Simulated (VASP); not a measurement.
Wanted: the native input for a VASP 6.6.1 run.

```yaml
Task: single point
Functional: PBE
Potentials_or_basis: VASP PAW PBE potentials, release 64 (Ni, O)
Cutoff: 520 eV
k_mesh: 5 × 5 × 5
Occupations: gaussian, width 0.05 eV
Spin: collinear spin, ferromagnetic start
Starting_moments: "[2.0, 0.0] μB"
Hubbard_terms: Ni d U = 6.2 eV
Dipole_correction: no
Further_INCAR_settings: ALGO = Normal; EDIFF = 1e-07; NBANDS = 19
```

The structure of NiO lies in POSCAR:

```
NiO
1.0
    0.0000000000      2.2685246777      2.2685246777
    2.2685246777      0.0000000000      2.2685246777
    2.2685246777      2.2685246777      0.0000000000
Ni O
1 1
Direct
    0.0000000000      0.0000000000      0.0000000000
    0.2500000000      0.2500000000      0.2500000000
```

The input as run:

INCAR

```
ALGO     = Normal         # electronic algorithm
EDIFF    = 1E-7           # SCF threshold, eV
ENCUT    = 520            # plane-wave cutoff, eV
GGA      = PE             # functional
ISIF     = 2              # what is computed and relaxed
ISMEAR   = 0              # smearing method
ISPIN    = 2              # spin polarisation
LASPH    = True           # aspherical terms in the spheres
LCHARG   = False          # write CHGCAR
LDAU     = True           # DFT+U
LDAUJ    = 0 0          
LDAUL    = 2 -1           # shell
LDAUPRINT= 1            
LDAUTYPE = 2            
LDAUU    = 6.2 0          # U, eV
LMAXMIX  = 4              # l up to which the mixer works
LORBIT   = 11             # projections on sites
LREAL    = False          # projectors in reciprocal space
LWAVE    = False          # write WAVECAR
MAGMOM   = 2 0            # initial moments
NBANDS   = 19             # bands
NELM     = 150            # most SCF steps
PREC     = Accurate       # precision mode
SIGMA    = 0.05           # smearing width, eV
```

KPOINTS

```
k-points
0
Gamma
  5 5 5
```

Potentials or basis: VASP PAW PBE potentials, release 64 (Ni, O).

The run is started by

```bash
$ cat potpaw_PBE.64/Ni/POTCAR potpaw_PBE.64/O/POTCAR > POTCAR
$ mpirun -np 1 vasp_std > vasp.out
```

It gave:

```yaml
Pressure: -8.8 GPa
Band_gap_on_the_k_mesh: zero (filled and empty bands overlap)
Net_moment: 2.00 μB per cell
Site_moments: Ni +1.70; O +0.31 μB
Valence_electrons_inside_the_program's_atomic_spheres: Ni 9.11; O 4.97
```

Caveat: the k points lie up to 0.48 Å⁻¹ apart; a cell with one magnetic atom can't hold antiferromagnetic order, which such compounds often take.

It took 21 s on 1 thread of AMD EPYC 7R43 64-Core Processor (Zen 3) (shared host), peak memory 0.11 GiB.
